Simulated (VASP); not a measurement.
# Ti (Im-3m) in VASP: a series of runs, part 2 of 2

VASP 6.6.1. The steps go on from the part before.

### 3 Relaxation of cell and atoms, PBEsol, target pressure 2 GPa, at which the enthalpy is minimised

This run uses another cell than the first one, of 17.68 Å³/atom, 1.070 times its volume.

The input, INCAR:

```
ALGO     = Fast           # electronic algorithm
EDIFF    = 1E-6           # SCF threshold, eV
EDIFFG   = -0.01          # ionic threshold
ENCUT    = 600            # plane-wave cutoff, eV
GGA      = PS             # functional
IBRION   = 2              # ionic algorithm
ISIF     = 3              # what is computed and relaxed
ISMEAR   = -1             # smearing method
LASPH    = True           # aspherical terms in the spheres
LCHARG   = False          # write CHGCAR
LREAL    = False          # projectors in reciprocal space
LWAVE    = False          # write WAVECAR
NELM     = 100            # most SCF steps
NSW      = 60             # ionic steps
PREC     = Accurate       # precision mode
PSTRESS  = 20.0         
SIGMA    = 0.05           # smearing width, eV
```

The input, KPOINTS:

```
k-points
0
Gamma
  11 11 11
```

The input, POSCAR:

```
Ti
1.0
   -1.6410000000      1.6410000000      1.6410000000
    1.6410000000     -1.6410000000      1.6410000000
    1.6410000000      1.6410000000     -1.6410000000
Ti
1
Direct
    0.0000000000      0.0000000000      0.0000000000
```

Potentials or basis: VASP PAW PBE potentials, release 64 (Ti_sv).

Command:

```console
> cat potpaw_PBE.64/Ti_sv/POTCAR > POTCAR
> mpirun -np 1 vasp_std > vasp.out
```

OUTCAR:

```text
EDIFF = 1E-6
   EDIFFG = -0.01
   ENCUT = 600
   GGA = PS
   IBRION = 2
   ISIF = 3
   ISMEAR = -1
   LASPH = True
   LREAL = False
   NELM = 100
   NSW = 60
   PREC = Accurate
   PSTRESS = 20.0

 ion  position               nearest neighbor table
   1  0.000  0.000  0.000-

  LATTYP: Found a body centered cubic cell.
 ALAT       =     3.2820000000

  Lattice vectors:

 A1 = (  -1.6410000000,   1.6410000000,   1.6410000000)
 A2 = (   1.6410000000,  -1.6410000000,   1.6410000000)
 A3 = (   1.6410000000,   1.6410000000,  -1.6410000000)

Analysis of symmetry for initial positions (statically):
=====================================================================
 Subroutine PRICEL returns:
 Original cell was already a primitive cell.

 Routine SETGRP: Setting up the symmetry group for a
 body centered cubic supercell.

[... 359 lines left out ...]

  energy without entropy =       -8.22473894  energy(sigma->0) =       -8.23380512

 E-fermi :   8.6990     XC(G=0): -11.9745

 val. band max:        8.6952020443   @ k =   0.2727   0.0909   0.0909
 cond. band min:       8.7077401464   @ k =  -0.3636   0.3636   0.0909
 fundamental gap:      0.0125381020
 Fermi energy:         8.6990394611

 k-point     1 :       0.0000    0.0000    0.0000
  band No.  band energies     occupation
      1     -47.4389      2.00000
      2     -23.2959      2.00000
      3     -23.2959      2.00000
      4     -23.2959      2.00000
      5       2.6155      2.00000
      6       9.7644      0.00000
      7       9.7644      0.00000
      8       9.7644      0.00000
      9      11.6991      0.00000
     10      11.6991      0.00000
[... 287 lines left out ...]
 k-point    24 :       0.3636    0.1818    0.0909
  band No.  band energies     occupation
      1     -47.2507      2.00000
      2     -23.9984      2.00000
      3     -23.6767      2.00000
      4     -23.4335      2.00000
      5       7.1533      2.00000
      6       8.0419      2.00000
      7       8.8487      0.09540
      8      11.9147      0.00000
      9      12.1311      0.00000
     10      15.6255      0.00000

 [... further k-points ...]
[... 5 lines left out ...]
  --------------------------------------------------------------------------------------
  -------------------------------------------------------------------------------------
  Total        0.2113798      0.2113798      0.2113798     -0.0000000      0.0000000      0.0000000
  in kB       20.9380654     20.9380654     20.9380654     -0.0000000      0.0000000      0.0000000
  external PRESSURE =       0.9380654 kB  Pullay stress =      20.0000000 kB
[... 20 lines left out ...]
  energy  without entropy=       -8.2247389358  energy(sigma->0) =       -8.23380512

  enthalpy is  TOTEN    =        -8.0409617517 eV   P V=        0.2019095523

 reached required accuracy - stopping structural energy minimisation
```

CONTCAR:

```text
Ti
   1.00000000000000
    -1.5931591189552285    1.5931591189552285    1.5931591189552285
     1.5931591189552285   -1.5931591189552285    1.5931591189552285
     1.5931591189552285    1.5931591189552285   -1.5931591189552285
  Ti
     1
Direct
     0.0000000000000000    0.0000000000000000    0.0000000000000000

  0.00000000E+00  0.00000000E+00  0.00000000E+00
```

Run time: 72 s. Hardware: 1 thread of Intel Xeon 6975P-C (Granite Rapids), shared host; peak memory 0.15 GiB.

Results:

```yaml
Free_energy: -8.2429 eV
Relaxed_volume: 16.17 Å³/atom
Relaxed_cell: a = 2.759 Å, b = 2.759 Å, c = 2.759 Å, α = 109.47°, β = 109.47°, γ = 109.47°
Space_group_after_relaxing_to_0.05_Å: Im-3m (No. 229)
Energy_change_on_relaxing_the_enthalpy_is_what_falls: -25.4 meV/atom
Ionic_steps: 15
Pressure_after_relaxing: 2.1 GPa
Band_gap_on_the_k_mesh: zero (band 6 reaches 9.78 eV, above the bottom of band 7 at 8.05 eV)
```

The path:
```
step  energy change (eV)  largest force (eV/Å)  pressure (GPa)  volume (Å³)
   1              0.0000                0.0000           -7.01        17.68
   2              0.0085                0.0000            9.89        15.25
   3             -0.0258                0.0000            3.04        16.21
   4             -0.0270                0.0000            1.21        16.34
   5             -0.0266                0.0000            1.01        16.29
   6             -0.0263                0.0000            1.59        16.25
   7             -0.0262                0.0000            1.64        16.24
   8             -0.0261                0.0000            1.65        16.23
   9             -0.0261                0.0000            1.68        16.23
  10             -0.0261                0.0000            1.73        16.23
  11             -0.0261                0.0000            1.77        16.23
  12             -0.0260                0.0000            1.81        16.22
  13             -0.0259                0.0000            1.80        16.22
  14             -0.0258                0.0000            1.82        16.20
  15             -0.0254                0.0000            2.09        16.17
```

Final structure:
```xyz
1
Lattice="-1.5932 1.5932 1.5932 1.5932 -1.5932 1.5932 1.5932 1.5932 -1.5932" Properties=species:S:1:pos:R:3 pbc="T T T"
Ti    0.0000    0.0000    0.0000
```

Caveat: the cell is relaxed towards a set pressure, so the enthalpy falls and the energy may rise; the PAW data sets were made with another functional, which shifts forces and pressure a little.

### 4 Relaxation of cell and atoms, PBEsol, target pressure 5 GPa, at which the enthalpy is minimised

This run uses another cell than the first one, of 17.68 Å³/atom, 1.070 times its volume.

The input, INCAR:

```
  ALGO = Fast
  EDIFF = 1E-7
  EDIFFG = -0.01
  ENCUT = 600
  GGA = PS
  IBRION = 2
  ISIF = 3
  ISMEAR = -1
  LASPH = T
  LCHARG = F
  LREAL = F
  LWAVE = F
  NELM = 100
  NSW = 60
  PREC = Accurate
  PSTRESS = 50.0
  SIGMA = 0.05
```

KPOINTS is that of step 3.

POSCAR is that of step 3.

Command:

```console
> cat potpaw_PBE.64/Ti_sv/POTCAR > POTCAR
> mpirun -np 1 vasp_std > vasp.out
```

Run time: 71 s. Hardware: 1 thread of Intel Xeon 6975P-C (Granite Rapids), shared host; peak memory 0.16 GiB.

Results (log left out):

| Property | Result |
| --- | --- |
| Free energy | -8.2351 eV |
| Relaxed volume | 15.82 Å³/atom |
| Relaxed cell | a = 2.739 Å, b = 2.739 Å, c = 2.739 Å, α = 109.47°, β = 109.47°, γ = 109.47° |
| Space group after relaxing (to 0.05 Å) | Im-3m (No. 229) |
| Energy change on relaxing (the enthalpy is what falls) | -17.6 meV/atom |
| Ionic steps | 5 |
| Pressure after relaxing | 5.1 GPa |
| Band gap on the k mesh | zero (band 6 reaches 10.04 eV, above the bottom of band 7 at 8.27 eV) |

The path:
| step | energy change (eV) | largest force (eV/Å) | pressure (GPa) | volume (Å³) |
| --- | --- | --- | --- | --- |
| 1 | 0.0000 | 0.0000 | -6.96 | 17.68 |
| 2 | 0.0718 | 0.0000 | 17.64 | 14.51 |
| 3 | -0.0178 | 0.0000 | 4.87 | 15.83 |
| 4 | -0.0167 | 0.0000 | 5.14 | 15.79 |
| 5 | -0.0176 | 0.0000 | 5.09 | 15.82 |

Final structure:
```yaml
crystal:
  lattice:
    - [-1.58147, 1.58147, 1.58147]
    - [1.58147, -1.58147, 1.58147]
    - [1.58147, 1.58147, -1.58147]
  atoms:
    - { symbol: Ti, position: [0.00000, 0.00000, 0.00000] }
```

Levels at points of the mesh, in eV from the Fermi level:
```tsv
k point	band 4	band 5	band 6	band 7	band 8	band 9
(0.00, 0.00, 0.00)	-31.92	-6.12	1.09	1.09	1.09	3.07
```

Caveat: the cell is relaxed towards a set pressure, so the enthalpy falls and the energy may rise; the PAW data sets were made with another functional, which shifts forces and pressure a little.

### 5 The runs side by side

```csv
task,cell,cutoff (eV),gap on the mesh (eV),pressure (GPa)
single point,"a = 2.779 Å, angles 109.5°, 1 atom",520,none,-0.3
relaxation of cell and atoms,"relaxed to 2 GPa from a = 2.842 Å, angles 109.5°, 1 atom",600,none,2.1
relaxation of cell and atoms,"relaxed to 5 GPa from a = 2.842 Å, angles 109.5°, 1 atom",600,none,5.1
```

Alike in all rows: level PBEsol; potentials or basis VASP PAW PBE potentials, release 64 (Ti_sv); no spin polarisation; k mesh 11 × 11 × 11; smearing fermi-dirac 0.05 eV.

Caveats: the PAW data sets were made with another functional, which shifts forces and pressure a little; the cell is relaxed towards a set pressure, so the enthalpy falls and the energy may rise (some runs).

Absolute energies hang on the potentials; compare differences alone.
